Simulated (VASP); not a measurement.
# AlSn (P-6m2) in VASP: notebook

The runs below take AlSn through electric field gradients, with PBEsol.

Everything below comes from runs of VASP 6.6.1. Logs are shortened: lines on timing, memory, paths and dates and some standing lists are left out, and cuts for length are marked.

**1. The cell of the first run**

Symmetry: P-6m2, No. 187, hexagonal system. The conventional cell has a = 3.637 Å, b = 3.637 Å, c = 2.865 Å, α = 90.00°, β = 90.00°, γ = 120.00°. Within 3.4 Å of Al (site symmetry -6m2) lie 6 Sn at 2.54 Å and 2 Al at 2.86 Å. Sn (site symmetry -6m2) has 6 Al at 2.54 Å and 2 Sn at 2.86 Å within 3.4 Å.

**2. Electric field gradients, PBEsol (16.40 Å³/atom)**

Input file INCAR:

```
PREC = Accurate
ENCUT = 520
EDIFF = 1E-8
ISMEAR = -1
SIGMA = 0.05
LREAL = False
LASPH = True
NELM = 80
ALGO = Normal
ISIF = 2
LWAVE = False
LCHARG = False
GGA = PS
LEFG = True
NBANDS = 16
```

Input file KPOINTS:

```
Automatic mesh
0
Gamma
  10 10 11
```

Input file POSCAR:

```
AlSn
1.0
    3.6365632526      0.0000000000      0.0000000000
   -1.8182816263      3.1493561592      0.0000000000
    0.0000000000      0.0000000000      2.8645201868
Al Sn
1 1
Direct
    0.0000000000      0.0000000000      0.0000000000
    0.3333333333      0.6666666667      0.5000000000
```

Potentials or basis: VASP PAW PBE potentials, release 64 (Al, Sn_d).

Started as:

```sh
$ cat potpaw_PBE.64/Al/POTCAR potpaw_PBE.64/Sn_d/POTCAR > POTCAR
$ mpirun -np 1 vasp_std > vasp.out
```

OUTCAR:

```text
PREC = Accurate
   ENCUT = 520
   EDIFF = 1E-8
   ISMEAR = -1
   LREAL = False
   LASPH = True
   NELM = 80
   ISIF = 2
   GGA = PS

 ion  position               nearest neighbor table
   1  0.000  0.000  0.000-   2 2.54   2 2.54   2 2.54   2 2.54   2 2.54   2 2.54
   2  0.333  0.667  0.500-   1 2.54   1 2.54   1 2.54   1 2.54   1 2.54   1 2.54

  LATTYP: Found a hexagonal cell.
 ALAT       =     3.6365632526
 C/A-ratio  =     0.7876998110

  Lattice vectors:

 A1 = (   3.6365632526,   0.0000000000,   0.0000000000)
 A2 = (  -1.8182816263,   3.1493561592,   0.0000000000)
 A3 = (   0.0000000000,   0.0000000000,   2.8645201868)

Analysis of symmetry for initial positions (statically):
=====================================================================
 Subroutine PRICEL returns:
 Original cell was already a primitive cell.

 Routine SETGRP: Setting up the symmetry group for a
 hexagonal supercell.

 Subroutine GETGRP returns: Found 12 space group operations
 (whereof 12 operations were pure point group operations)
 out of a pool of 24 trial point group operations.

The static configuration has the point symmetry D_3h.

Analysis of symmetry for dynamics (positions and initial velocities):
=====================================================================
 Subroutine PRICEL returns:
 Original cell was already a primitive cell.

 Routine SETGRP: Setting up the symmetry group for a
 hexagonal supercell.

 Subroutine GETGRP returns: Found 12 space group operations
 (whereof 12 operations were pure point group operations)
 out of a pool of 24 trial point group operations.

The dynamic configuration has the point symmetry D_3h.

 Subroutine INISYM returns: Found 12 space group operations
 (whereof 12 operations are pure point group operations),
 and found     1 'primitive' translations

----------------------------------------------------------------------------------------

                                     Primitive cell

  volume of cell :      32.8069

  direct lattice vectors                    reciprocal lattice vectors
     3.636563253  0.000000000  0.000000000     0.274984905  0.158762609  0.000000000
    -1.818281626  3.149356159  0.000000000     0.000000000  0.317525218  0.000000000
     0.000000000  0.000000000  2.864520187     0.000000000  0.000000000  0.349098605

  length of vectors
     3.636563253  3.636563253  2.864520187     0.317525218  0.317525218  0.349098605

  position of ions in fractional coordinates (direct lattice)
     0.000000000  0.000000000  0.000000000
     0.333333333  0.666666667  0.500000000

  ion indices of the primitive-cell ions
   primitive index   ion index
                 1           1
                 2           2

----------------------------------------------------------------------------------------

 KPOINTS: Automatic mesh

Automatic generation of k-mesh.
 Grid dimensions read from file:
 generate k-points for:   10   10   11

 Generating k-lattice:

  Cartesian coordinates                     Fractional coordinates (reciprocal lattice)
     0.027498490  0.015876261  0.000000000     0.100000000  0.000000000  0.000000000
     0.000000000  0.031752522  0.000000000     0.000000000  0.100000000  0.000000000
     0.000000000  0.000000000  0.031736237     0.000000000  0.000000000  0.090909091

  Length of vectors
     0.031752522  0.031752522  0.031736237

  Shift w.r.t. Gamma in fractional coordinates (k-lattice)
     0.000000000  0.000000000  0.000000000

 Subroutine IBZKPT returns following result:
 ===========================================

 Found     84 irreducible k-points:

 Following reciprocal coordinates:
            Coordinates               Weight
  0.000000  0.000000  0.000000      1.000000
  0.100000  0.000000  0.000000      6.000000
  0.200000  0.000000  0.000000      6.000000
  0.300000 -0.000000  0.000000      6.000000
  0.400000  0.000000  0.000000      6.000000
  0.500000 -0.000000  0.000000      3.000000
[... 16 lines left out ...]
  0.300000  0.100000  0.090909     24.000000
  0.400000  0.100000  0.090909     24.000000
 [... further k-points ...]
   k-points           NKPTS =     84   k-points in BZ     NKDIM =     84   number of bands    NBANDS=     16
   number of dos      NEDOS =    301   number of ions     NIONS =      2
   total plane-waves  NPLWV =  18816
   dimension x,y,z NGX =    28 NGY =   28 NGZ =   24
   dimension x,y,z NGXF=    56 NGYF=   56 NGZF=   48
   ions per type =               1   1
   NGX,Y,Z   is equivalent  to a cutoff of  12.80, 12.80, 13.93 a.u.
   NGXF,Y,Z  is equivalent  to a cutoff of  25.60, 25.60, 27.86 a.u.
 SYSTEM =  unknown system
   PREC   = accura    normal or accurate (medium, high low for compatibility)
   ISTART =      0    job   : 0-new  1-cont  2-samecut
   ICHARG =      2    charge: 1-file 2-atom 10-const
   ISPIN  =      1    spin polarized calculation?
   LNONCOLLINEAR =      F non collinear calculations
   LSORBIT =      F    spin-orbit coupling
   LASPH  =      T    aspherical Exc in radial PAW
   ENCUT  =  520.0 eV  38.22 Ry    6.18 a.u.   6.76  6.76  5.33*2*pi/ulx,y,z
   NELM   =     80;   NELMIN=  2; NELMDL= -5     # of ELM steps
   EDIFF  = 0.1E-07   stopping-criterion for ELM
   LREAL  =      F    real-space projection
   EDIFFG = 0.1E-06   stopping-criterion for IOM
   NSW    =      0    number of steps for IOM
   IBRION =     -1    ionic relax: 0-MD 1-quasi-New 2-CG
   NFREE  =      0    steps in history (QN), initial steepest desc. (CG)
   ISIF   =      2    stress and relaxation
   ISYM   =      2    0-nonsym 1-usesym 2-fastsym
   POTIM  = 0.5000    time-step for ionic-motion
   TEBEG  =    0.0;   TEEND  =   0.0 temperature during run
   PSTRESS=    0.0 pullay stress
   NELECT =      17.0000    total number of electrons
   NUPDOWN=      -1.0000    fix difference up-down
   EMIN   =  10.00;   EMAX   =-10.00  energy-range for DOS
   EFERMI =   0.00;   METHOD = LEGACY
   ISMEAR =    -1;   SIGMA  =   0.05  broadening in eV -4-tet -1-fermi 0-gaus
   EFERMI_NEDOS =   21; number of points for ismear=-14 and -15
   IALGO  =     38    algorithm
   IMIX   =      4    mixing-type and parameters
     AMIX     =   0.40;   BMIX     =  1.00
     AMIX_MAG =   1.60;   BMIX_MAG =  1.00
  volume/ion in A,a.u.               =      16.40       110.70
  Fermi-wavevector in a.u.,A,eV,Ry     =   1.314931  2.484859 23.525055  1.729043
  Thomas-Fermi vector in A             =   2.445149
   LORBIT       =      0    0 simple, 1 ext, 2 COOP (PROOUT), +10 PAW based schemes
   GGA     = PS    functional components
   LHFCALC =     F    Hartree Fock is set to
   AEXX    =    0.0000 exact exchange contribution
   IVDW    =     0    specifies the selected vdW correction
   LEPSILON=     F    determine dielectric tensor
   LRPA    =     F    only Hartree local field effects (RPA)
 non-spin polarized calculation
  energy-cutoff  :      520.00
  volume of cell :       32.81
 maximum number of plane-waves:       901
 NGX is ok and might be reduce to    28
   NGX = 13   NGY = 13   NGZ = 11

 number of electron      17.0000002 magnetization

 Free energy of the ion-electron system (eV)
  ---------------------------------------------------
  ext. energy  EPLUGINS =         0.00000000
  ---------------------------------------------------
  free energy    TOTEN  =        -6.17311386 eV

  energy without entropy =       -6.16525307  energy(sigma->0) =       -6.16918346

 E-fermi :  11.6899     XC(G=0): -11.5943

 val. band max:       11.6893021856   @ k =   0.2000   0.2000   0.4545
 cond. band min:      11.7183070426   @ k =   0.4000   0.1000   0.4545
 fundamental gap:      0.0290048570
 Fermi energy:        11.6898570723

 k-point     1 :       0.0000    0.0000    0.0000
  band No.  band energies     occupation
      1     -10.3840      2.00000
      2      -9.9787      2.00000
      3      -9.9787      2.00000
      4      -9.8796      2.00000
      5      -9.8796      2.00000
      6      -2.1294      2.00000
[... 8 lines left out ...]
     15      26.8359      0.00000
     16      26.8359      0.00000

 k-point     2 :       0.1000    0.0000    0.0000
  band No.  band energies     occupation
      1     -10.3806      2.00000
      2      -9.9809      2.00000
      3      -9.9693      2.00000
      4      -9.8825      2.00000
      5      -9.8804      2.00000
      6      -1.9773      2.00000
[... 8 lines left out ...]
     15      26.0183      0.00000
     16      26.7954      0.00000

 k-point     3 :       0.2000    0.0000    0.0000
  band No.  band energies     occupation
      1     -10.3720      2.00000
      2      -9.9867      2.00000
      3      -9.9445      2.00000
      4      -9.8902      2.00000
      5      -9.8826      2.00000
      6      -1.5238      2.00000
[... 8 lines left out ...]
     15      24.4772      0.00000
     16      26.7001      0.00000

 k-point     4 :       0.3000   -0.0000    0.0000
  band No.  band energies     occupation
      1     -10.3618      2.00000
      2      -9.9939      2.00000
      3      -9.9137      2.00000
      4      -9.8996      2.00000
      5      -9.8854      2.00000
      6      -0.7842      2.00000
[... 8 lines left out ...]
     15      24.4888      0.00000
     16      25.5955      0.00000

 k-point     5 :       0.4000    0.0000    0.0000
  band No.  band energies     occupation
      1     -10.3539      2.00000
      2      -9.9997      2.00000
      3      -9.9073      2.00000
      4      -9.8885      2.00000
      5      -9.8876      2.00000
      6       0.1700      2.00000
[... 8 lines left out ...]
     15      24.3763      0.00000
     16      26.4342      0.00000

 k-point     6 :       0.5000   -0.0000    0.0000
  band No.  band energies     occupation
      1     -10.3509      2.00000
      2     -10.0019      2.00000
      3      -9.9102      2.00000
      4      -9.8885      2.00000
      5      -9.8788      2.00000
      6       0.8393      2.00000
[... 8 lines left out ...]
     15      25.6361      0.00000
     16      25.7980      0.00000
[... 267 lines left out ...]
 k-point    21 :       0.1000    0.1000    0.0909
  band No.  band energies     occupation
      1     -10.3245      2.00000
      2      -9.9809      2.00000
      3      -9.9506      2.00000
      4      -9.9103      2.00000
      5      -9.9038      2.00000
      6      -1.5185      2.00000
[... 8 lines left out ...]
     15      23.4399      0.00000
     16      24.5675      0.00000

 k-point    22 :       0.2000    0.1000    0.0909
  band No.  band energies     occupation
      1     -10.3144      2.00000
      2      -9.9849      2.00000
      3      -9.9257      2.00000
      4      -9.9193      2.00000
      5      -9.9067      2.00000
      6      -0.9209      2.00000
[... 8 lines left out ...]
     15      23.7482      0.00000
     16      23.9879      0.00000

 k-point    23 :       0.3000    0.1000    0.0909
  band No.  band energies     occupation
      1     -10.3048      2.00000
      2      -9.9886      2.00000
      3      -9.9283      2.00000
      4      -9.9112      2.00000
      5      -9.8994      2.00000
      6      -0.0627      2.00000
[... 8 lines left out ...]
     15      24.1845      0.00000
     16      26.3172      0.00000

 k-point    24 :       0.4000    0.1000    0.0909
  band No.  band energies     occupation
      1     -10.2991      2.00000
      2      -9.9908      2.00000
      3      -9.9338      2.00000
      4      -9.9127      2.00000
      5      -9.8844      2.00000
      6       0.8710      2.00000
[... 8 lines left out ...]
     15      24.8099      0.00000
     16      25.4414      0.00000

 [... further k-points ...]

------------------------ aborting loop because EDIFF is reached ----------------------------------------

  FORCE on cell =-STRESS in cart. coord.  units (eV):
  Direction    XX          YY          ZZ          XY          YZ          ZX
  --------------------------------------------------------------------------------------
  -------------------------------------------------------------------------------------
  Total       10.0949600     10.0949600     11.7796883      0.0000000      0.0000000      0.0000000
  in kB      493.0039224    493.0039223    575.2803894      0.0000000      0.0000000      0.0000000
  external PRESSURE =     520.4294114 kB  Pullay stress =       0.0000000 kB

 VOLUME and BASIS-vectors are now :
 -----------------------------------------------------------------------------
  energy-cutoff  :      520.00
  volume of cell :       32.81
      direct lattice vectors                 reciprocal lattice vectors
     3.636563253  0.000000000  0.000000000     0.274984905  0.158762609  0.000000000
    -1.818281626  3.149356159  0.000000000     0.000000000  0.317525218  0.000000000
     0.000000000  0.000000000  2.864520187     0.000000000  0.000000000  0.349098605

 POSITION                                       TOTAL-FORCE (eV/Angst)
 -----------------------------------------------------------------------------------
      0.00000      0.00000      0.00000        -0.000000      0.000000      0.000000
     -0.00000      2.09957      1.43226         0.000000      0.000000      0.000000
 -----------------------------------------------------------------------------------
    total drift:                                0.000000     -0.000000     -0.000000

  FREE ENERGIE OF THE ION-ELECTRON SYSTEM (eV)
  ---------------------------------------------------
  free  energy   TOTEN  =        -6.1731138566 eV

  energy  without entropy=       -6.1652530718  energy(sigma->0) =       -6.16918346

 Electric field gradients (V/A^2)
---------------------------------------------------------------------
 ion       V_xx      V_yy      V_zz      V_xy      V_xz      V_yz
---------------------------------------------------------------------
   1      -4.278    -4.278     8.556     0.000    -0.000    -0.000
   2     -69.072   -69.073   138.145    -0.001     0.000    -0.000
---------------------------------------------------------------------

 Electric field gradients after diagonalization (V/A^2)
 (convention: |V_zz| > |V_xx| > |V_yy|)
----------------------------------------------------------------------
 ion       V_xx      V_yy      V_zz     asymmetry (V_yy - V_xx)/ V_zz
----------------------------------------------------------------------
   1      -4.278    -4.278     8.556       0.000
   2     -69.074   -69.071   138.145       0.000
----------------------------------------------------------------------

           NMR quadrupolar parameters

 Cq : quadrupolar parameter    Cq=e*Q*V_zz/h
 eta: asymmetry parameters     (V_yy - V_xx)/ V_zz
 Q  : nuclear electric quadrupole moment in mb (millibarn)
----------------------------------------------------------------------
 ion       Cq(MHz)       eta       Q (mb)
----------------------------------------------------------------------
   1       0.021       0.000       1.000
   2       0.334       0.000       1.000
----------------------------------------------------------------------
```

It took 70 s on 1 thread of AMD EPYC 7R13, shared host; peak memory 0.15 GiB.

What came out:

* Free energy: -6.1731 eV
* Pressure: 52.0 GPa
* Band gap on the k mesh: zero (an odd number of electrons rules out a gap without spin polarisation)
* Largest electric field gradient by atom: Al +8.6; Sn +138.1 V/Å²

Levels at points of the mesh, in eV from the Fermi level:
| k point | band 4 | band 5 | band 6 | band 7 | band 8 | band 9 | band 10 | band 11 | band 12 | band 13 |
| --- | --- | --- | --- | --- | --- | --- | --- | --- | --- | --- |
| (0.00, 0.00, 0.00) | -21.57 | -21.57 | -13.82 | -0.39 | -0.39 | 2.76 | 3.45 | 3.45 | 3.64 | 6.06 |
| (0.50, 0.00, 0.00) | -21.58 | -21.57 | -10.85 | -8.68 | -2.87 | 0.56 | 6.36 | 8.35 | 8.96 | 11.02 |

Electric field gradients, principal values (V/Å²):
```
atom    least   middle  greatest (by size)
1 Al   -4.278   -4.278               8.556
2 Sn  -69.071  -69.074             138.145
```

Caveat: the stress differs along the axes, from 49 to 58 GPa; without QUAD_EFG the Cq values of the log hold for a quadrupole moment of 1 mb, not for the nuclei; the PAW data sets were made with another functional, which shifts forces and pressure a little; spin-orbit coupling is left out, which moves the levels of the heavy elements.

**3. Electric field gradients, PBEsol (18.93 Å³/atom)**

This run uses another cell than the first one, of 18.93 Å³/atom.

Input file INCAR:

```
ALGO = Normal
EDIFF = 1E-8
ENCUT = 520
GGA = PS
ISIF = 2
ISMEAR = -1
LASPH = True
LCHARG = False
LEFG = True
LREAL = False
LWAVE = False
NBANDS = 16
NELM = 100
PREC = Accurate
SIGMA = 0.05
```

Input file KPOINTS:

```
k-points
0
Gamma
  10 10 11
```

Input file POSCAR:

```
AlSn
1.0
    3.8142320826      0.0000000000      0.0000000000
   -1.9071160413      3.3032218794      0.0000000000
    0.0000000000      0.0000000000      3.0044698905
Al Sn
1 1
Direct
    0.0000000000      0.0000000000      0.0000000000
    0.3333333333      0.6666666667      0.5000000000
```

Potentials or basis: VASP PAW PBE potentials, release 64 (Al, Sn_d).

Started as:

```sh
$ cat potpaw_PBE.64/Al/POTCAR potpaw_PBE.64/Sn_d/POTCAR > POTCAR
$ mpirun -np 1 vasp_std > vasp.out
```

OUTCAR:

```text
EDIFF = 1E-8
   ENCUT = 520
   GGA = PS
   ISIF = 2
   ISMEAR = -1
   LASPH = True
   LREAL = False
   NELM = 100
   PREC = Accurate

 ion  position               nearest neighbor table
   1  0.000  0.000  0.000-   2 2.67   2 2.67   2 2.67   2 2.67   2 2.67   2 2.67
   2  0.333  0.667  0.500-   1 2.67   1 2.67   1 2.67   1 2.67   1 2.67   1 2.67

  LATTYP: Found a hexagonal cell.
 ALAT       =     3.8142320826
 C/A-ratio  =     0.7876998110

  Lattice vectors:

 A1 = (   3.8142320826,   0.0000000000,   0.0000000000)
[... 668 lines left out ...]
  ---------------------------------------------------
  free  energy   TOTEN  =        -7.3322583888 eV

  energy  without entropy=       -7.3251167113  energy(sigma->0) =       -7.32868755

 Electric field gradients (V/A^2)
---------------------------------------------------------------------
 ion       V_xx      V_yy      V_zz      V_xy      V_xz      V_yz
---------------------------------------------------------------------
   1      -3.785    -3.785     7.571    -0.000    -0.000    -0.000
   2     -55.011   -55.008   110.019     0.002     0.000     0.000
---------------------------------------------------------------------

 Electric field gradients after diagonalization (V/A^2)
 (convention: |V_zz| > |V_xx| > |V_yy|)
----------------------------------------------------------------------
 ion       V_xx      V_yy      V_zz     asymmetry (V_yy - V_xx)/ V_zz
----------------------------------------------------------------------
   1      -3.785    -3.785     7.571       0.000
   2     -55.012   -55.007   110.019       0.000
----------------------------------------------------------------------

           NMR quadrupolar parameters

 Cq : quadrupolar parameter    Cq=e*Q*V_zz/h
 eta: asymmetry parameters     (V_yy - V_xx)/ V_zz
 Q  : nuclear electric quadrupole moment in mb (millibarn)
----------------------------------------------------------------------
 ion       Cq(MHz)       eta       Q (mb)
----------------------------------------------------------------------
   1       0.018       0.000       1.000
   2       0.266       0.000       1.000
----------------------------------------------------------------------
```

Run time: 71 s. Hardware: 1 thread of AMD EPYC 7R13, shared host; peak memory 0.15 GiB.

What came out:

```yaml
Free_energy: -7.3323 eV
Pressure: 24.2 GPa
Band_gap_on_the_k_mesh: zero (an odd number of electrons rules out a gap without spin polarisation)
Largest_electric_field_gradient_by_atom: Al +7.6; Sn +110.0 V/Å²
```

Stress tensor (GPa, compression positive):
```
23.20  0.00  0.00
 0.00 23.20  0.00
 0.00  0.00 26.33
```

Electric field gradients, principal values (V/Å²):
| atom | least | middle | greatest (by size) |
| --- | --- | --- | --- |
| 1 Al | -3.785 | -3.785 | 7.571 |
| 2 Sn | -55.007 | -55.012 | 110.019 |

Caveat: the cell stands under pressure; without QUAD_EFG the Cq values of the log hold for a quadrupole moment of 1 mb, not for the nuclei; the PAW data sets were made with another functional, which shifts forces and pressure a little; spin-orbit coupling is left out, which moves the levels of the heavy elements.

[end of part 1 of 2]

The gap in the log of VASP goes by the Fermi energy; the results here count the filled bands.